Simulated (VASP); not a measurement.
# TaVN2 (P4/mmm) in VASP: further runs, part 2 of 3

VASP 6.6.1.

**4. Single point, r2SCAN, collinear spin, ferromagnetic start**

This run uses another cell than the first one, of 10.39 Å³/atom.

File POSCAR:

```
TaVN2
1.0
    3.0900014315      0.0000000000      0.0000000000
    0.0000000000      3.0900014315      0.0000000000
    0.0000000000      0.0000000000      4.3525956147
Ta V N
1 1 2
Direct
    0.0000000000      0.0000000000      0.0000000000
    0.5000000000      0.5000000000      0.5000000000
    0.5000000000      0.5000000000      0.0000000000
    0.0000000000      0.0000000000      0.5000000000
```

File INCAR.step1:

```
  PREC = Accurate
  ENCUT = 520
  ISMEAR = -1
  SIGMA = 0.05
  LREAL = F
  LASPH = T
  NELM = 150
  ISPIN = 2
  MAGMOM = 0 2 0 0
  LMAXMIX = 4
  NBANDS = 29
  GGA = PE
  ALGO = Normal
  EDIFF = 1E-4
  LWAVE = T
  LCHARG = F
```

File INCAR.step2:

```
  PREC = Accurate
  ENCUT = 520
  EDIFF = 1E-7
  ISMEAR = -1
  SIGMA = 0.05
  LREAL = F
  LASPH = T
  NELM = 150
  ALGO = Normal
  ISIF = 2
  LWAVE = F
  LCHARG = F
  ISPIN = 2
  MAGMOM = 0 2 0 0
  LORBIT = 11
  LMAXMIX = 4
  METAGGA = R2SCAN
  LMIXTAU = T
  NBANDS = 29
  ISTART = 1
```

File KPOINTS:

```
regular mesh
0
Gamma
  9 9 6
```

Potentials or basis: VASP PAW PBE potentials, release 64 (Ta_pv, V_sv, N).

Run with:

```console
cat potpaw_PBE.64/Ta_pv/POTCAR potpaw_PBE.64/V_sv/POTCAR potpaw_PBE.64/N/POTCAR > POTCAR
cp INCAR.step1 INCAR
mpirun -np 1 vasp_std > vasp.out
cp INCAR.step2 INCAR
mpirun -np 1 vasp_std > vasp.out
```

OUTCAR:

```text
PREC = Accurate
   ENCUT = 520
   EDIFF = 1E-7
   ISMEAR = -1
   LREAL = F
   LASPH = T
   NELM = 150
   ISIF = 2
   ISPIN = 2
   LORBIT = 11
   METAGGA = R2SCAN
   ISTART = 1

 ion  position               nearest neighbor table
   1  0.000  0.000  0.000-   4 2.18   4 2.18   3 2.18   3 2.18   3 2.18   3 2.18   2 3.08   2 3.08
                             2 3.08   2 3.08   2 3.08   2 3.08   2 3.08   2 3.08
   2  0.500  0.500  0.500-   3 2.18   3 2.18   4 2.18   4 2.18   4 2.18   4 2.18   1 3.08   1 3.08
                             1 3.08   1 3.08   1 3.08   1 3.08   1 3.08   1 3.08
   3  0.500  0.500  0.000-   2 2.18   2 2.18   1 2.18   1 2.18   1 2.18   1 2.18
   4  0.000  0.000  0.500-   1 2.18   1 2.18   2 2.18   2 2.18   2 2.18   2 2.18

  LATTYP: Found a simple tetragonal cell.
 ALAT       =     3.0900014315
 C/A-ratio  =     1.4086063425

  Lattice vectors:

 A1 = (   3.0900014315,   0.0000000000,   0.0000000000)
 A2 = (   0.0000000000,   3.0900014315,   0.0000000000)
 A3 = (   0.0000000000,   0.0000000000,   4.3525956147)

Analysis of symmetry for initial positions (statically):
=====================================================================
 Subroutine PRICEL returns:
 Original cell was already a primitive cell.

 Routine SETGRP: Setting up the symmetry group for a
 simple tetragonal supercell.

 Subroutine GETGRP returns: Found 16 space group operations
 (whereof 16 operations were pure point group operations)
 out of a pool of 16 trial point group operations.

The static configuration has the point symmetry D_4h.

Analysis of symmetry for dynamics (positions and initial velocities):
=====================================================================
 Subroutine PRICEL returns:
 Original cell was already a primitive cell.

 Routine SETGRP: Setting up the symmetry group for a
 simple tetragonal supercell.

 Subroutine GETGRP returns: Found 16 space group operations
 (whereof 16 operations were pure point group operations)
 out of a pool of 16 trial point group operations.

The dynamic configuration has the point symmetry D_4h.

Analysis of structural, dynamic, and magnetic symmetry:
=====================================================================
 Subroutine PRICEL returns:
 Original cell was already a primitive cell.

 Routine SETGRP: Setting up the symmetry group for a
 simple tetragonal supercell.

 Subroutine GETGRP returns: Found 16 space group operations
 (whereof 16 operations were pure point group operations)
 out of a pool of 16 trial point group operations.

The overall configuration has the point symmetry D_4h.

 Subroutine INISYM returns: Found 16 space group operations
 (whereof 16 operations are pure point group operations),
 and found     1 'primitive' translations

----------------------------------------------------------------------------------------

                                     Primitive cell

  volume of cell :      41.5591

  direct lattice vectors                    reciprocal lattice vectors
     3.090001432  0.000000000  0.000000000     0.323624446  0.000000000  0.000000000
     0.000000000  3.090001432  0.000000000     0.000000000  0.323624446  0.000000000
     0.000000000  0.000000000  4.352595615     0.000000000  0.000000000  0.229747968

  length of vectors
     3.090001432  3.090001432  4.352595615     0.323624446  0.323624446  0.229747968
[... 85 lines left out ...]
   EDIFF  = 0.1E-06   stopping-criterion for ELM
   LREAL  =      F    real-space projection
   EDIFFG = 0.1E-05   stopping-criterion for IOM
   NSW    =      0    number of steps for IOM
   IBRION =     -1    ionic relax: 0-MD 1-quasi-New 2-CG
   NFREE  =      0    steps in history (QN), initial steepest desc. (CG)
   ISIF   =      2    stress and relaxation
   ISYM   =      2    0-nonsym 1-usesym 2-fastsym
   POTIM  = 0.5000    time-step for ionic-motion
   TEBEG  =    0.0;   TEEND  =   0.0 temperature during run
   PSTRESS=    0.0 pullay stress
   NELECT =      34.0000    total number of electrons
   NUPDOWN=      -1.0000    fix difference up-down
   EMIN   =  10.00;   EMAX   =-10.00  energy-range for DOS
   EFERMI =   0.00;   METHOD = LEGACY
   ISMEAR =    -1;   SIGMA  =   0.05  broadening in eV -4-tet -1-fermi 0-gaus
   EFERMI_NEDOS =   21; number of points for ismear=-14 and -15
   IALGO  =     38    algorithm
   IMIX   =      4    mixing-type and parameters
     AMIX     =   0.40;   BMIX     =  1.00
     AMIX_MAG =   1.60;   BMIX_MAG =  1.00
  volume/ion in A,a.u.               =      10.39        70.11
  Fermi-wavevector in a.u.,A,eV,Ry     =   1.531132  2.893420 31.897017  2.344365
  Thomas-Fermi vector in A             =   2.638519
   LORBIT       =     11    0 simple, 1 ext, 2 COOP (PROOUT), +10 PAW based schemes
   METAGGA = R2SCAN    functional components
   LHFCALC =     F    Hartree Fock is set to
   AEXX    =    0.0000 exact exchange contribution
   IVDW    =     0    specifies the selected vdW correction
   LEPSILON=     F    determine dielectric tensor
   LRPA    =     F    only Hartree local field effects (RPA)
 spin polarized calculation
  energy-cutoff  :      520.00
  volume of cell :       41.56
 maximum number of plane-waves:      1138
 NGX is ok and might be reduce to    24
   NGX = 11   NGY = 11   NGZ = 17

 number of electron      34.0000012 magnetization       2.1259516

 Free energy of the ion-electron system (eV)
  ---------------------------------------------------
  ext. energy  EPLUGINS =         0.00000000
  ---------------------------------------------------
  free energy    TOTEN  =       -85.70172592 eV

  energy without entropy =      -85.68567720  energy(sigma->0) =      -85.69370156

 E-fermi :   9.6486     XC(G=0): -13.9449

 val. band max:        9.6484908989   @ k =   0.4444   0.2222   0.1667
 cond. band min:       9.6561695210   @ k =   0.3333   0.3333   0.1667
 fundamental gap:      0.0076786221
 Fermi energy:         9.6485916127

 spin component 1

 k-point     1 :       0.0000    0.0000    0.0000
  band No.  band energies     occupation
      1     -58.2727      1.00000
      2     -31.1239      1.00000
      3     -31.0482      1.00000
      4     -31.0482      1.00000
      5     -27.7809      1.00000
      6     -27.6973      1.00000
[... 757 lines left out ...]
     28      18.7415      0.00000
     29      21.1140      0.00000

 [... further k-points ...]

 spin component 2

 k-point     1 :       0.0000    0.0000    0.0000
  band No.  band energies     occupation
      1     -55.7960      1.00000
      2     -28.6737      1.00000
      3     -28.5371      1.00000
      4     -28.5371      1.00000
      5     -27.8791      1.00000
      6     -27.7467      1.00000
[... 757 lines left out ...]
     28      18.8427      0.00000
     29      21.4845      0.00000

 [... further k-points ...]

------------------------ aborting loop because EDIFF is reached ----------------------------------------

  FORCE on cell =-STRESS in cart. coord.  units (eV):
  Direction    XX          YY          ZZ          XY          YZ          ZX
  --------------------------------------------------------------------------------------
  -------------------------------------------------------------------------------------
  Total       -1.6631366     -1.6631366     -2.9824279      0.0000000      0.0000000     -0.0000000
  in kB      -64.1169437    -64.1169437   -114.9780261      0.0000000      0.0000000     -0.0000000
  external PRESSURE =     -81.0706379 kB  Pullay stress =       0.0000000 kB

 VOLUME and BASIS-vectors are now :
 -----------------------------------------------------------------------------
  energy-cutoff  :      520.00
  volume of cell :       41.56
      direct lattice vectors                 reciprocal lattice vectors
     3.090001432  0.000000000  0.000000000     0.323624446  0.000000000  0.000000000
     0.000000000  3.090001432  0.000000000     0.000000000  0.323624446  0.000000000
     0.000000000  0.000000000  4.352595615     0.000000000  0.000000000  0.229747968

 POSITION                                       TOTAL-FORCE (eV/Angst)
 -----------------------------------------------------------------------------------
      0.00000      0.00000      0.00000         0.000000      0.000000      0.000000
      1.54500      1.54500      2.17630         0.000000      0.000000      0.000000
      1.54500      1.54500      0.00000         0.000000      0.000000      0.000000
      0.00000      0.00000      2.17630         0.000000      0.000000      0.000000
 -----------------------------------------------------------------------------------
    total drift:                                0.000000     -0.000000     -0.000000

  FREE ENERGIE OF THE ION-ELECTRON SYSTEM (eV)
  ---------------------------------------------------
  free  energy   TOTEN  =       -85.7017259199 eV

  energy  without entropy=      -85.6856772041  energy(sigma->0) =      -85.69370156

 total charge

# of ion       s       p       d       tot
------------------------------------------
    1        0.301   6.243   2.305   8.849
    2        2.181   6.187   3.135  11.503
    3        1.241   2.552   0.000   3.793
    4        1.240   2.523   0.000   3.763
--------------------------------------------------
tot          4.962  17.505   5.440  27.907

 magnetization (x)

# of ion       s       p       d       tot
------------------------------------------
    1        0.002  -0.004  -0.104  -0.107
    2        0.017   0.012   1.995   2.024
    3        0.001   0.023   0.000   0.024
    4        0.002   0.037   0.000   0.039
--------------------------------------------------
tot          0.023   0.068   1.890   1.981
```

Wall time 12 min (1 thread of Intel Xeon 8259CL, shared host); peak memory 0.26 GiB.

What came out:

- Free energy: -85.7017 eV
- Pressure: -8.1 GPa
- Net moment: 2.13 μB per cell
- Site moments: Ta -0.11; V +2.02; N +0.02, +0.04 μB
- Valence electrons inside the program's atomic spheres: Ta 8.85; V 11.50; N 3.79, 3.76

Caveat: the stress differs along the axes, from -11 to -6 GPa; the PAW data sets were made with another functional, which shifts forces and pressure a little; spin-orbit coupling is left out, which moves the levels of the heavy elements. With open d or f shells a metallic result of r2SCAN can be an artefact of self-interaction; +U or a hybrid may open a gap.

**5. Single point, r2SCAN, collinear spin, ferromagnetic start**

This run uses another cell than the first one, of 9.39 Å³/atom.

File POSCAR:

```
TaVN2
1.0
    2.9876073466      0.0000000000      0.0000000000
    0.0000000000      2.9876073466      0.0000000000
    0.0000000000      0.0000000000      4.2083626574
Ta V N
1 1 2
Direct
    0.0000000000      0.0000000000      0.0000000000
    0.5000000000      0.5000000000      0.5000000000
    0.5000000000      0.5000000000      0.0000000000
    0.0000000000      0.0000000000      0.5000000000
```

File INCAR.step1:

```
ALGO = Normal
EDIFF = 1E-4
ENCUT = 520
GGA = PE
ISMEAR = -1
ISPIN = 2
LASPH = True
LCHARG = False
LMAXMIX = 4
LREAL = False
LWAVE = True
MAGMOM = 0 2 0 0
NBANDS = 29
NELM = 150
PREC = Accurate
SIGMA = 0.05
```

File INCAR.step2:

```
ALGO = Normal
EDIFF = 1E-6
ENCUT = 520
ISIF = 2
ISMEAR = -1
ISPIN = 2
ISTART = 1
LASPH = True
LCHARG = False
LMAXMIX = 4
LMIXTAU = True
LORBIT = 11
LREAL = False
LWAVE = False
MAGMOM = 0 2 0 0
METAGGA = R2SCAN
NBANDS = 29
NELM = 150
PREC = Accurate
SIGMA = 0.05
```

File KPOINTS:

```
k-points
0
Gamma
  9 9 6
```

Run with:

```console
cat potpaw_PBE.64/Ta_pv/POTCAR potpaw_PBE.64/V_sv/POTCAR potpaw_PBE.64/N/POTCAR > POTCAR
cp INCAR.step1 INCAR
mpirun -np 1 vasp_std > vasp.out
cp INCAR.step2 INCAR
mpirun -np 1 vasp_std > vasp.out
```

It took 11 min on 1 thread of Intel Xeon 8259CL, shared host; peak memory 0.25 GiB.

Results (log left out):

```
Free energy                                           : -85.2878 eV
Pressure                                              : 16.3 GPa
Band gap on the k mesh                                : zero (filled and empty bands overlap)
Net moment                                            : 0.00 μB per cell
Valence electrons inside the program's atomic spheres : Ta 9.11; V 11.64; N 3.87, 3.82
```

Stress tensor (GPa, compression positive):
```
17.04  0.00  0.00
 0.00 17.04  0.00
 0.00  0.00 14.88
```

Levels at points of the mesh, in eV from the Fermi level:
Spin up:
```
           k point  band 15  band 16  band 17  band 18  band 19  band 20
(0.00, 0.00, 0.00)    -3.30    -3.29    -1.73    -1.73    -1.64    -0.11
(0.00, 0.00, 0.50)    -4.64    -4.40    -2.73     0.20     0.62     0.62
```
Spin down:
| k point | band 13 | band 14 | band 15 | band 16 | band 17 | band 18 | band 19 | band 20 | band 21 | band 22 |
| --- | --- | --- | --- | --- | --- | --- | --- | --- | --- | --- |
| (0.00, 0.00, 0.00) | -4.56 | -3.30 | -3.30 | -3.29 | -1.73 | -1.73 | -1.64 | -0.11 | 0.03 | 1.94 |
| (0.00, 0.00, 0.50) | -4.74 | -4.64 | -4.64 | -4.40 | -2.72 | 0.19 | 0.62 | 0.62 | 1.55 | 2.59 |

Caveat: the cell stands under pressure; the moments typed at the start vanished in this run; the PAW data sets were made with another functional, which shifts forces and pressure a little; spin-orbit coupling is left out, which moves the levels of the heavy elements.

[end of part 2 of 3]

The gap in the log of VASP goes by the Fermi energy; the results here count the filled bands.